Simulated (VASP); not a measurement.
# PPt (F-43m) in VASP: further runs, part 2 of 2

VASP 6.6.1. Earlier steps stand in the parts before.

**3. Single point, PBEsol**

File INCAR:

```
  ALGO = Normal
  EDIFF = 1E-6
  ENCUT = 520
  GGA = PS
  ISIF = 2
  ISMEAR = 0
  LASPH = T
  LCHARG = T
  LELF = T
  LREAL = F
  LVHAR = T
  LWAVE = F
  NBANDS = 14
  NELM = 60
  PREC = Accurate
  SIGMA = 0.05
```

File KPOINTS:

```
k-points
0
Gamma
  12 12 12
```

File POSCAR:

```
PPt
1.0
    0.0000000000      2.6512946464      2.6512946464
    2.6512946464      0.0000000000      2.6512946464
    2.6512946464      2.6512946464      0.0000000000
Pt P
1 1
Direct
    0.0000000000      0.0000000000      0.0000000000
    0.2500000000      0.2500000000      0.2500000000
```

Potentials or basis: VASP PAW PBE potentials, release 64 (Pt, P).

Run with:

```bash
$ cat potpaw_PBE.64/Pt/POTCAR potpaw_PBE.64/P/POTCAR > POTCAR
$ mpirun -np 1 vasp_std > vasp.out
```

OUTCAR:

```text
EDIFF = 1E-6
   ENCUT = 520
   GGA = PS
   ISIF = 2
   ISMEAR = 0
   LASPH = T
   LREAL = F
   NELM = 60
   PREC = Accurate

 ion  position               nearest neighbor table
   1  0.000  0.000  0.000-   2 2.30   2 2.30   2 2.30   2 2.30
   2  0.250  0.250  0.250-   1 2.30   1 2.30   1 2.30   1 2.30

  LATTYP: Found a face centered cubic cell.
 ALAT       =     5.3025892928

  Lattice vectors:

 A1 = (   0.0000000000,   2.6512946464,   2.6512946464)
 A2 = (   2.6512946464,   0.0000000000,   2.6512946464)
 A3 = (   2.6512946464,   2.6512946464,   0.0000000000)

Analysis of symmetry for initial positions (statically):
=====================================================================
 Subroutine PRICEL returns:
 Original cell was already a primitive cell.

 Routine SETGRP: Setting up the symmetry group for a
 face centered cubic supercell.

 Subroutine GETGRP returns: Found 24 space group operations
 (whereof 24 operations were pure point group operations)
 out of a pool of 48 trial point group operations.

The static configuration has the point symmetry T_d .

Analysis of symmetry for dynamics (positions and initial velocities):
[... 177 lines left out ...]
     10      11.5843      0.00000
     11      14.2292      0.00000
     12      14.2292      0.00000
     13      14.2292      0.00000
     14      19.8256      0.00000
[... 377 lines left out ...]
      1      -4.1919      2.00000
      2       1.2701      2.00000
      3       1.5742      2.00000
      4       1.8173      2.00000
      5       3.6181      2.00000
      6       3.7256      2.00000
      7       4.6604      2.00000
      8       7.7697      0.00000
      9       8.7986      0.00000
     10      12.6855      0.00000
     11      14.9282      0.00000
     12      16.1190      0.00000
     13      17.8944      0.00000
     14      19.6838      0.00000

 [... further k-points ...]

------------------------ aborting loop because EDIFF is reached ----------------------------------------

  FORCE on cell =-STRESS in cart. coord.  units (eV):
  Direction    XX          YY          ZZ          XY          YZ          ZX
  --------------------------------------------------------------------------------------
  -------------------------------------------------------------------------------------
  Total       -0.0068107     -0.0068107     -0.0068107      0.0000000      0.0000000     -0.0000000
  in kB       -0.2927516     -0.2927516     -0.2927516      0.0000000      0.0000000     -0.0000000
  external PRESSURE =      -0.2927516 kB  Pullay stress =       0.0000000 kB

 VOLUME and BASIS-vectors are now :
 -----------------------------------------------------------------------------
  energy-cutoff  :      520.00
  volume of cell :       37.27
      direct lattice vectors                 reciprocal lattice vectors
     0.000000000  2.651294646  2.651294646    -0.188587112  0.188587112  0.188587112
     2.651294646  0.000000000  2.651294646     0.188587112 -0.188587112  0.188587112
     2.651294646  2.651294646  0.000000000     0.188587112  0.188587112 -0.188587112

 POSITION                                       TOTAL-FORCE (eV/Angst)
 -----------------------------------------------------------------------------------
      0.00000      0.00000      0.00000         0.000000      0.000000      0.000000
      1.32565      1.32565      1.32565        -0.000000     -0.000000     -0.000000
 -----------------------------------------------------------------------------------
    total drift:                               -0.000000     -0.000000     -0.000000

  FREE ENERGIE OF THE ION-ELECTRON SYSTEM (eV)
  ---------------------------------------------------
  free  energy   TOTEN  =       -13.3599384846 eV

  energy  without entropy=      -13.3575280910  energy(sigma->0) =      -13.35873329
```

OSZICAR:

```text
N       E                     dE             d eps       ncg     rms          rms(c)
DAV:   1     0.600206836449E+02    0.60021E+02   -0.67616E+03  2048   0.918E+02
DAV:   2    -0.122837406444E+02   -0.72304E+02   -0.66702E+02  2472   0.191E+02
DAV:   3    -0.141634733883E+02   -0.18797E+01   -0.18665E+01  2460   0.304E+01
DAV:   4    -0.141779049855E+02   -0.14432E-01   -0.14429E-01  2562   0.311E+00
DAV:   5    -0.141781131948E+02   -0.20821E-03   -0.20821E-03  2598   0.372E-01    0.140E+01
DAV:   6    -0.134586336309E+02    0.71948E+00   -0.32792E+00  2238   0.159E+01    0.610E+00
DAV:   7    -0.133848023555E+02    0.73831E-01   -0.25497E-01  2256   0.482E+00    0.384E+00
DAV:   8    -0.133603575619E+02    0.24445E-01   -0.26326E-02  2514   0.120E+00    0.365E-01
DAV:   9    -0.133599292501E+02    0.42831E-03   -0.14872E-03  2586   0.312E-01    0.236E-01
DAV:  10    -0.133599465414E+02   -0.17291E-04   -0.27931E-04  2568   0.103E-01    0.461E-02
DAV:  11    -0.133599388186E+02    0.77228E-05   -0.16679E-05  2610   0.328E-02    0.135E-02
DAV:  12    -0.133599384846E+02    0.33398E-06   -0.12270E-06  2062   0.767E-03
   1 F= -.13359938E+02 E0= -.13358733E+02  d E =-.241039E-02
```

stdout:

```text
POSCAR found type information on POSCAR PtP
 POSCAR found :  2 types and       2 ions
 scaLAPACK will be used
 -----------------------------------------------------------------------------
|                                                                             |
|                                                                             |
|     You enforced a specific xc type in the INCAR file but a different       |
|     I HOPE YOU KNOW WHAT YOU ARE DOING!                                     |
|                                                                             |
 -----------------------------------------------------------------------------

 LDA part: xc-table for (Slater+PW92), standard interpolation
 POSCAR, INCAR and KPOINTS ok, starting setup
 FFT: planning ... GRIDC
 FFT: planning ... GRID_SOFT
 FFT: planning ... GRID
 WAVECAR not read
 entering main loop
```

Wall time 52 s (1 thread of Intel Xeon 8259CL, shared host); peak memory 0.18 GiB.

What came out:

```
Free energy            : -13.3599 eV
Pressure               : 0.0 GPa
Band gap on the k mesh : zero (an odd number of electrons rules out a gap without spin polarisation)
```

Levels at points of the mesh, in eV from the Fermi level:
```tsv
k point	band 4	band 5	band 6	band 7	band 8	band 9	band 10	band 11
(0.00, 0.00, 0.00)	-6.29	-3.90	-3.90	3.14	4.11	4.11	4.11	6.75
(0.50, 0.00, 0.00)	-5.88	-3.62	-3.62	-3.18	1.61	1.61	4.19	8.32
(0.50, 0.50, 0.00)	-4.73	-3.78	-3.25	-3.01	-1.13	-1.13	5.78	5.82
```

Caveat: the PAW data sets were made with another functional, which shifts forces and pressure a little; spin-orbit coupling is left out, which moves the levels of the heavy elements.
